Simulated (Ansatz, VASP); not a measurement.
**Two plane-wave programs on Ga2Te2S**

```
Ga Te S
1.0
     4.23105    0.00000    0.00000
    -2.11552    3.66419    0.00000
     0.00000    0.00000    8.17215
Ga Te S
2 2 1
Direct
  0.66667 0.33333 0.39183
  0.33333 0.66667 0.60817
  0.33333 0.66667 0.22690
  0.66667 0.33333 0.77310
  0.00000 0.00000 0.00000
```

Change from the starting cell: species swapped into the SrMg2Sb2 type (P-3m1, No. 164).

Alike in both runs: functional PBE; k mesh 12 × 12 × 6; occupations gaussian, width 0.1 eV; no spin polarisation.

Ansatz relaxed the structure, and its values are those at the end. VASP's run is a single point on that final structure, the one shown.

```csv
,VASP,Ansatz
version,VASP 6.6.1,Ansatz 0.2.0
potentials or method,"VASP PAW PBE potentials, release 64 (Ga_d, Te, S), cutoff 520 eV","scalar-relativistic, plane waves, PAW"
valence electrons in the cell,44,64
```

|  | VASP | Ansatz | Ansatz less VASP |
| --- | --- | --- | --- |
| gap on the k mesh at the Fermi level (eV) | none | none | - |
| pressure (GPa) | 0.0 | 0.0 | -0.01 |
| rms of the force components (eV/Å) | 0.008 | 0.000 | -0.0081 |

A gap of «none» marks a metal or a gap that the smearing closes. With one functional, cell and mesh, what is left measures potentials, basis and numerics. VASP's potentials hold 44 valence electrons a cell and Ansatz's 64, so a difference there can come from the potentials and not from the codes.

Spin-orbit coupling is off throughout.
